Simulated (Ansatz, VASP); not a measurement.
## One calculation of TaS2, two programs

```
Ta S
1.0
     3.35000    0.00000    0.00000
    -1.67500    2.90119    0.00000
     0.00000    0.00000    5.86000
Ta S
1 2
Direct
  0.00000 0.00000 0.00000
  0.33333 0.66667 0.25000
  0.66667 0.33333 0.75000
```

Alike in both runs: task single point; functional r2SCAN; k mesh 7 × 7 × 3; occupations gaussian, width 0.05 eV; collinear spin; Hubbard terms Ta d U = 3.0 eV.

```csv
,VASP,Ansatz
version,VASP 6.6.1,Ansatz 0.2.0
potentials or method,"VASP PAW PBE potentials, release 64 (Ta_pv, S), cutoff 550 eV","scalar-relativistic, plane waves, PAW"
valence electrons in the cell,23,25
```

|  | VASP | Ansatz | Ansatz less VASP |
| --- | --- | --- | --- |
| gap on the k mesh at the Fermi level (eV) | none | none | - |
| pressure (GPa) | 11.4 | 11.1 | -0.29 |
| traceless stress, the component that is largest in VASP (GPa) | 0.41 | -0.68 | -1.090 |
| rms of the force components (eV/Å) | 0.600 | 0.487 | -0.1127 |
| net moment per atom (μB) | 0.06 | 0.27 | +0.210 |
| size of the moment on the site where the two differ most (μB) | 0.15 | 0.46 | +0.312 |

The net moments are unlike, so the other rows may belong to different states. VASP's potentials were made for PBE, not for r2SCAN. Site moments also hang on the region over which each program counts them. The programs project onto different local orbitals, so the same U acts differently, and such runs can settle in different states. Atom by atom the forces differ by 0.113 eV/Å (rms over components). A gap of «none» marks a metal or a gap that the smearing closes. VASP's potentials hold 23 valence electrons a cell and Ansatz's 25, so a difference there can come from the potentials and not from the codes. Ansatz's warnings: filled band counts differ across k points, specified occupation not kept, symmetry narrowed by occupation matrices.

Neither program's run includes spin-orbit coupling.
